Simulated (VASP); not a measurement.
# Mg3Sn2N2 (Cmmm) in VASP: a series of runs

The runs below take Mg3Sn2N2 through relaxation of cell and atoms, single point, with PBE.

Everything below comes from runs of VASP 6.6.1. Logs are shortened: lines on timing, memory, paths and dates and some standing lists are left out, and cuts for length are marked.

**1. The cell of the first run**

Symmetry: Cmmm, No. 65, orthorhombic system. Conventional cell: a = 5.790 Å, b = 7.367 Å, c = 6.074 Å, α = 90.00°, β = 90.00°, γ = 90.00°. Mg (site symmetry 2mm) has 2 Sn at 2.22 Å and 1 Mg at 2.47 Å within 2.9 Å. Mg (site symmetry mmm) has 2 N at 1.55 Å within 2.1 Å. Sn (site symmetry mm2) has 2 Mg at 2.22 Å and 1 Sn at 2.38 Å and 2 N at 2.44 Å within 2.9 Å. N (site symmetry m2m) has 1 Mg at 1.55 Å within 2.1 Å.

The cell was built from a structure type or drawn by symmetry, and may not be a known phase.

**2. Relaxation of cell and atoms, PBE**

Contents of INCAR:

```
SYSTEM = Mg3Sn2N2
  ALGO = Normal
  EDIFF = 1E-7
  EDIFFG = -0.08
  ENCUT = 600
  GGA = PE
  IBRION = 2
  ISIF = 3
  ISMEAR = 0
  LASPH = .TRUE.
  LCHARG = .FALSE.
  LREAL = .FALSE.
  LWAVE = .FALSE.
  NELM = 100
  NSW = 36
  PREC = Accurate
  SIGMA = 0.2
```

Contents of KPOINTS:

```
k-points
0
G
  4 4 3
  0 0 0
```

Contents of POSCAR:

```
Mg3Sn2N2
1.0
    2.8952283900     -3.6832619300      0.0000000000
    2.8952283900      3.6832619300      0.0000000000
    0.0000000000      0.0000000000      6.0744582500
Mg Sn N
3 2 2
Direct
    0.2136813700      0.2136813700      0.0000000000
    0.7863186300      0.7863186300      0.0000000000
    0.5000000000      0.5000000000      0.5000000000
    0.0000000000      0.0000000000      0.3042131600
    0.0000000000      0.0000000000      0.6957868400
    0.7100332000      0.2899668000      0.5000000000
    0.2899668000      0.7100332000      0.5000000000
```

Potentials or basis: VASP PAW PBE potentials, release 64 (Mg, Sn_d, N).

The run is started by

```
$ cat potpaw_PBE.64/Mg/POTCAR potpaw_PBE.64/Sn_d/POTCAR potpaw_PBE.64/N/POTCAR > POTCAR
$ mpirun -np 1 vasp_std > vasp.out
```

OUTCAR:

```text
SYSTEM = Mg3Sn2N2
   EDIFF = 1E-7
   EDIFFG = -0.08
   ENCUT = 600
   GGA = PE
   IBRION = 2
   ISIF = 3
   ISMEAR = 0
   LASPH = .TRUE.
   LREAL = .FALSE.
   NELM = 100
   NSW = 36
   PREC = Accurate

 ion  position               nearest neighbor table
   1  0.214  0.214  0.000-   4 2.22   5 2.22   2 2.47   2 3.32   3 3.46   3 3.46
   2  0.786  0.786  0.000-   4 2.22   5 2.22   1 2.47   1 3.32   3 3.46   3 3.46
   3  0.500  0.500  0.500-   6 1.55   7 1.55   4 3.13   5 3.13   4 3.13   5 3.13   1 3.46   2 3.46
                             1 3.46   2 3.46
   4  0.000  0.000  0.304-   1 2.22   2 2.22   5 2.38   6 2.44   7 2.44   3 3.13   3 3.13   5 3.70

   5  0.000  0.000  0.696-   1 2.22   2 2.22   4 2.38   6 2.44   7 2.44   3 3.13   3 3.13   4 3.70

   6  0.710  0.290  0.500-   3 1.55   4 2.44   5 2.44
   7  0.290  0.710  0.500-   3 1.55   4 2.44   5 2.44

  LATTYP: Found a base centered orthorhombic cell.
 ALAT       =     5.7904567800
 B/A-ratio  =     1.2721835496
 C/A-ratio  =     1.0490464709

  Lattice vectors:

 A1 = (   2.8952283900,  -3.6832619300,   0.0000000000)
 A2 = (   2.8952283900,   3.6832619300,   0.0000000000)
 A3 = (   0.0000000000,   0.0000000000,   6.0744582500)

Analysis of symmetry for initial positions (statically):
=====================================================================
 Subroutine PRICEL returns:
 Original cell was already a primitive cell.

 Routine SETGRP: Setting up the symmetry group for a
 base centered orthorhombic supercell.

 Subroutine GETGRP returns: Found  8 space group operations
 (whereof  8 operations were pure point group operations)
 out of a pool of  8 trial point group operations.

The static configuration has the point symmetry D_2h.

Analysis of symmetry for dynamics (positions and initial velocities):
=====================================================================
 Subroutine PRICEL returns:
 Original cell was already a primitive cell.

 Routine SETGRP: Setting up the symmetry group for a
 base centered orthorhombic supercell.

 Subroutine GETGRP returns: Found  8 space group operations
 (whereof  8 operations were pure point group operations)
 out of a pool of  8 trial point group operations.

The dynamic configuration has the point symmetry D_2h.

 Subroutine INISYM returns: Found  8 space group operations
 (whereof  8 operations are pure point group operations),
 and found     1 'primitive' translations

----------------------------------------------------------------------------------------

                                     Primitive cell

  volume of cell :     129.5546

  direct lattice vectors                    reciprocal lattice vectors
     2.895228390 -3.683261930  0.000000000     0.172697947 -0.135749238  0.000000000
     2.895228390  3.683261930  0.000000000     0.172697947  0.135749238  0.000000000
     0.000000000  0.000000000  6.074458250     0.000000000  0.000000000  0.164623734

  length of vectors
     4.684951000  4.684951000  6.074458250     0.219664373  0.219664373  0.164623734

  position of ions in fractional coordinates (direct lattice)
     0.213681370  0.213681370  0.000000000
     0.786318630  0.786318630  0.000000000
     0.500000000  0.500000000  0.500000000
     0.000000000  0.000000000  0.304213160
     0.000000000  0.000000000  0.695786840
     0.710033200  0.289966800  0.500000000
     0.289966800  0.710033200  0.500000000

  ion indices of the primitive-cell ions
   primitive index   ion index
                 1           1
                 2           2
                 3           3
                 4           4
                 5           5
                 6           6
                 7           7

----------------------------------------------------------------------------------------

 KPOINTS: k-points

Automatic generation of k-mesh.
 Grid dimensions read from file:
 generate k-points for:    4    4    3

 Generating k-lattice:

  Cartesian coordinates                     Fractional coordinates (reciprocal lattice)
     0.043174487 -0.033937309  0.000000000     0.250000000 -0.000000000  0.000000000
     0.043174487  0.033937309  0.000000000    -0.000000000  0.250000000  0.000000000
     0.000000000  0.000000000  0.054874578     0.000000000  0.000000000  0.333333333

  Length of vectors
     0.054916093  0.054916093  0.054874578

  Shift w.r.t. Gamma in fractional coordinates (k-lattice)
     0.000000000  0.000000000  0.000000000

 Subroutine IBZKPT returns following result:
 ===========================================

 Found     14 irreducible k-points:

 Following reciprocal coordinates:
            Coordinates               Weight
  0.000000  0.000000  0.000000      1.000000
  0.250000  0.000000  0.000000      4.000000
  0.500000  0.000000  0.000000      2.000000
  0.250000  0.250000  0.000000      2.000000
  0.500000  0.250000  0.000000      4.000000
 -0.250000  0.250000  0.000000      2.000000
  0.500000  0.500000  0.000000      1.000000
  0.000000  0.000000  0.333333      2.000000
  0.250000  0.000000  0.333333      8.000000
  0.500000  0.000000  0.333333      4.000000
  0.250000  0.250000  0.333333      4.000000
  0.500000  0.250000  0.333333      8.000000
 -0.250000  0.250000  0.333333      4.000000
  0.500000  0.500000  0.333333      2.000000
   k-points           NKPTS =     14   k-points in BZ     NKDIM =     14   number of bands    NBANDS=     26
   number of dos      NEDOS =    301   number of ions     NIONS =      7
   total plane-waves  NPLWV =  80000
   dimension x,y,z NGX =    40 NGY =   40 NGZ =   50
   dimension x,y,z NGXF=    80 NGYF=   80 NGZF=  100
   ions per type =               3   2   2
   NGX,Y,Z   is equivalent  to a cutoff of  14.19, 14.19, 13.68 a.u.
   NGXF,Y,Z  is equivalent  to a cutoff of  28.39, 28.39, 27.37 a.u.
 SYSTEM =  Mg3Sn2N2
   PREC   = accura    normal or accurate (medium, high low for compatibility)
   ISTART =      0    job   : 0-new  1-cont  2-samecut
   ICHARG =      2    charge: 1-file 2-atom 10-const
   ISPIN  =      1    spin polarized calculation?
   LNONCOLLINEAR =      F non collinear calculations
   LSORBIT =      F    spin-orbit coupling
   LASPH  =      T    aspherical Exc in radial PAW
   ENCUT  =  600.0 eV  44.10 Ry    6.64 a.u.   9.36  9.36 12.13*2*pi/ulx,y,z
   NELM   =    100;   NELMIN=  2; NELMDL= -5     # of ELM steps
   EDIFF  = 0.1E-06   stopping-criterion for ELM
   LREAL  =      F    real-space projection
   EDIFFG = -.8E-01   stopping-criterion for IOM
   NSW    =     36    number of steps for IOM
   IBRION =      2    ionic relax: 0-MD 1-quasi-New 2-CG
   NFREE  =      1    steps in history (QN), initial steepest desc. (CG)
   ISIF   =      3    stress and relaxation
   ISYM   =      2    0-nonsym 1-usesym 2-fastsym
   POTIM  = 0.5000    time-step for ionic-motion
   TEBEG  =    0.0;   TEEND  =   0.0 temperature during run
   PSTRESS=    0.0 pullay stress
   NELECT =      44.0000    total number of electrons
   NUPDOWN=      -1.0000    fix difference up-down
   EMIN   =  10.00;   EMAX   =-10.00  energy-range for DOS
   EFERMI =   0.00;   METHOD = LEGACY
   ISMEAR =     0;   SIGMA  =   0.20  broadening in eV -4-tet -1-fermi 0-gaus
   EFERMI_NEDOS =   21; number of points for ismear=-14 and -15
   IALGO  =     38    algorithm
   IMIX   =      4    mixing-type and parameters
     AMIX     =   0.40;   BMIX     =  1.00
     AMIX_MAG =   1.60;   BMIX_MAG =  1.00
  volume/ion in A,a.u.               =      18.51       124.90
  Fermi-wavevector in a.u.,A,eV,Ry     =   1.142198  2.158441 17.750382  1.304616
  Thomas-Fermi vector in A             =   2.278896
   LORBIT       =      0    0 simple, 1 ext, 2 COOP (PROOUT), +10 PAW based schemes
   GGA     = PE    functional components
   LHFCALC =     F    Hartree Fock is set to
   AEXX    =    0.0000 exact exchange contribution
   IVDW    =     0    specifies the selected vdW correction
   LEPSILON=     F    determine dielectric tensor
   LRPA    =     F    only Hartree local field effects (RPA)
 conjugate gradient relaxation of ions
 non-spin polarized calculation
 Gauss-broadening in eV      SIGMA  =   0.20
  energy-cutoff  :      600.00
  volume of cell :      129.55
 maximum number of plane-waves:      4347
 NGX is ok and might be reduce to    40
   NGX = 19   NGY = 19   NGZ = 25

--------------------------------------- Ionic step        1  -------------------------------------------

 number of electron      44.0000005 magnetization

 Free energy of the ion-electron system (eV)
  ---------------------------------------------------
  ext. energy  EPLUGINS =         0.00000000
  ---------------------------------------------------
  free energy    TOTEN  =       -11.49148247 eV

  energy without entropy =      -11.43158654  energy(sigma->0) =      -11.46153450

 E-fermi :   4.9002     XC(G=0):  -9.5216

 val. band max:        4.8214069038   @ k =   0.0000   0.0000   0.3333
 cond. band min:       4.9714098516   @ k =   0.2500   0.0000   0.0000
 fundamental gap:      0.1500029479
 Fermi energy:         4.9001973763

 k-point     1 :       0.0000    0.0000    0.0000
  band No.  band energies     occupation
      1     -18.0469      2.00000
      2     -17.6011      2.00000
      3     -17.4352      2.00000
      4     -17.0976      2.00000
      5     -17.0586      2.00000
      6     -17.0267      2.00000
[... 511 lines left out ...]
  FREE ENERGIE OF THE ION-ELECTRON SYSTEM (eV)
  ---------------------------------------------------
  free  energy   TOTEN  =       -22.6453679351 eV

  energy  without entropy=      -22.5553968975  energy(sigma->0) =      -22.60038242

[... ionic steps 4 to 16 ...]

--------------------------------------- Ionic step       17  -------------------------------------------

 number of electron      44.0000012 magnetization

------------------------ aborting loop because EDIFF is reached ----------------------------------------

  FORCE on cell =-STRESS in cart. coord.  units (eV):
  Direction    XX          YY          ZZ          XY          YZ          ZX
  --------------------------------------------------------------------------------------
  -------------------------------------------------------------------------------------
  Total       -0.0618193      0.1073357     -0.0444730      0.0000000      0.0000000      0.0000000
  in kB       -0.5753816      0.9990244     -0.4139313      0.0000000      0.0000000      0.0000000
  external PRESSURE =       0.0032372 kB  Pullay stress =       0.0000000 kB
[... 67 lines left out ...]
  energy  without entropy=      -26.6006288285  energy(sigma->0) =      -26.61978319

--------------------------------------- Ionic step       19  -------------------------------------------

 number of electron      44.0000012 magnetization

 Free energy of the ion-electron system (eV)
  ---------------------------------------------------
  ext. energy  EPLUGINS =         0.00000000
  ---------------------------------------------------
  free energy    TOTEN  =       -26.64053407 eV

  energy without entropy =      -26.60192117  energy(sigma->0) =      -26.62122762

 E-fermi :   3.1028     XC(G=0):  -8.4182

 val. band max:        3.0663104106   @ k =   0.2500   0.2500   0.3333
 cond. band min:       3.2545229708   @ k =   0.2500   0.2500   0.3333
 fundamental gap:      0.1882125603
 Fermi energy:         3.1028278495

 k-point     1 :       0.0000    0.0000    0.0000
  band No.  band energies     occupation
      1     -18.1940      2.00000
      2     -18.1914      2.00000
      3     -18.0663      2.00000
      4     -18.0270      2.00000
      5     -18.0200      2.00000
      6     -18.0073      2.00000
[... 429 lines left out ...]
  FREE ENERGIE OF THE ION-ELECTRON SYSTEM (eV)
  ---------------------------------------------------
  free  energy   TOTEN  =       -26.6405340664 eV

  energy  without entropy=      -26.6019211666  energy(sigma->0) =      -26.62122762

 reached required accuracy - stopping structural energy minimisation
```

It took 9.3 min on 1 thread of Intel Xeon 6975P-C (Granite Rapids), shared host; peak memory 0.31 GiB.

What came out:

- Free energy: -26.6405 eV
- Relaxed volume: 24.62 Å³/atom
- Relaxed cell: a = 4.789 Å, b = 4.789 Å, c = 7.519 Å, α = 90.00°, β = 90.00°, γ = 87.93°
- Space group after relaxing (to 0.1 Å): Cmmm (No. 65)
- Energy gained by relaxing: 2164.2 meV/atom
- Ionic steps: 19
- Pressure after relaxing: 0.0 GPa
- Largest force after relaxing: 0.074 eV/Å
- Band gap on the k mesh: zero (bands 22 and 23 overlap by 1.29 eV)

Forces on the atoms (eV/Å):
```
Mg   0.073  0.000  0.000
Mg  -0.073  0.000  0.000
Mg   0.000  0.000  0.000
Sn   0.000  0.000 -0.047
Sn   0.000  0.000  0.047
N    0.000 -0.074  0.000
N    0.000  0.074  0.000
```

Stress tensor (GPa, compression positive):
```
-0.12  0.00  0.00
 0.00  0.14  0.00
 0.00  0.00 -0.02
```

Step by step:
```tsv
step	energy change (eV)	largest force (eV/Å)	pressure (GPa)	volume (Å³)
1	0.0000	14.7310	42.06	129.55
2	-10.1507	3.6554	-4.37	242.22
3	-11.1539	4.1520	-1.49	184.99
4	-11.1526	4.2642	-2.92	196.34
5	-13.8615	0.6270	-6.62	193.90
6	-14.0418	1.2578	-6.92	192.84
7	-14.6347	3.1157	4.25	161.39
8	-14.8928	1.7730	-0.85	171.18
9	-15.0652	0.2139	0.47	165.95
10	-15.0654	0.1440	0.42	166.11
11	-15.0998	0.2137	0.50	166.82
12	-15.1047	0.3554	0.57	167.20
13	-15.1227	0.1682	-0.23	169.72
14	-15.1238	0.2347	-0.51	170.61
15	-15.1369	0.1472	-0.32	171.22
16	-15.1442	0.1481	-0.02	172.10
17	-15.1460	0.1313	0.00	172.14
18	-15.1475	0.1165	0.04	172.23
19	-15.1491	0.0743	0.00	172.37
```

Final structure:
```cif
data_structure
_symmetry_space_group_name_H-M 'P 1'
_symmetry_Int_Tables_number 1
_cell_length_a 4.7895
_cell_length_b 4.7895
_cell_length_c 7.5190
_cell_angle_alpha 90.000
_cell_angle_beta 90.000
_cell_angle_gamma 87.934
_cell_volume 172.37
loop_
_atom_site_label
_atom_site_type_symbol
_atom_site_fract_x
_atom_site_fract_y
_atom_site_fract_z
_atom_site_occupancy
Mg1 Mg 0.27509 0.27509 0.00000 1
Mg2 Mg 0.72491 0.72491 0.00000 1
Mg3 Mg 0.50000 0.50000 0.50000 1
Sn1 Sn 0.00000 0.00000 0.29684 1
Sn2 Sn 0.00000 0.00000 0.70316 1
N1 N 0.78980 0.21020 0.50000 1
N2 N 0.21020 0.78980 0.50000 1
```

Caveat: the volume moved by over 15 % at a fixed basis, so the end points are rough; spin-orbit coupling is left out, which moves the levels of the heavy elements; the relaxation stopped at a loose force limit of 0.08 eV/Å, so its end isn't a converged minimum.

**3. Single point, PBE**

This run uses another cell than the first one, of 24.73 Å³/atom.

Contents of INCAR:

```
SYSTEM = Mg3Sn2N2
ALGO = Normal
EDIFF = 1E-7
ENCUT = 520
GGA = PE
ISIF = 2
ISMEAR = 0
LASPH = .True.
LCHARG = .False.
LREAL = .False.
LWAVE = .False.
NBANDS = 31
NELM = 80
PREC = Accurate
SIGMA = 0.2
```

Contents of KPOINTS:

```
k-points
0
Gamma
  4 4 3
  0 0 0
```

Contents of POSCAR:

```
Mg3Sn2N2
1.0
    3.4621986168     -3.3244453348      0.0000000000
    3.4621986168      3.3244453348      0.0000000000
    0.0000000000      0.0000000000      7.5186206011
Mg Sn N
3 2 2
Direct
    0.2777702861      0.2777702861      0.0000000000
    0.7222297139      0.7222297139      0.0000000000
    0.5000000000      0.5000000000      0.5000000000
    0.0000000000      0.0000000000      0.2959197469
    0.0000000000      0.0000000000      0.7040802531
    0.7904992893      0.2095007107      0.5000000000
    0.2095007107      0.7904992893      0.5000000000
```

Potentials or basis: VASP PAW PBE potentials, release 64 (Mg, Sn_d, N).

The run is started by

```
$ cat potpaw_PBE.64/Mg/POTCAR potpaw_PBE.64/Sn_d/POTCAR potpaw_PBE.64/N/POTCAR > POTCAR
$ mpirun -np 1 vasp_std > vasp.out
```

Wall time 31 s (1 thread of Intel Xeon 6975P-C (Granite Rapids), shared host); peak memory 0.28 GiB.

It converged, with:

* Free energy: -26.6808 eV
* Pressure: 0.0 GPa
* Largest force: 0.036 eV/Å
* Band gap on the k mesh: zero (bands 22 and 23 overlap by 1.28 eV)

Forces on the atoms (eV/Å):
```
Mg   0.014  0.000  0.000
Mg  -0.014  0.000  0.000
Mg   0.000  0.000  0.000
Sn   0.000  0.000  0.036
Sn   0.000  0.000 -0.036
N    0.000  0.022  0.000
N    0.000 -0.022  0.000
```

Stress tensor (GPa, compression positive):
```
 0.08  0.00  0.00
 0.00  0.05  0.00
 0.00  0.00 -0.03
```

Levels at points of the mesh, in eV from the Fermi level:
```csv
k point,band 19,band 20,band 21,band 22,band 23,band 24,band 25,band 26
"(0.00, 0.00, 0.00)",-1.60,-1.31,-0.82,0.35,0.64,0.78,1.56,1.79
"(0.50, 0.00, 0.00)",-1.96,-1.31,-1.15,-0.43,1.14,1.58,2.64,2.77
"(0.50, 0.50, 0.00)",-1.46,-1.42,-1.25,-1.15,-0.93,-0.30,1.75,3.08
```

Caveat: spin-orbit coupling is left out, which moves the levels of the heavy elements.
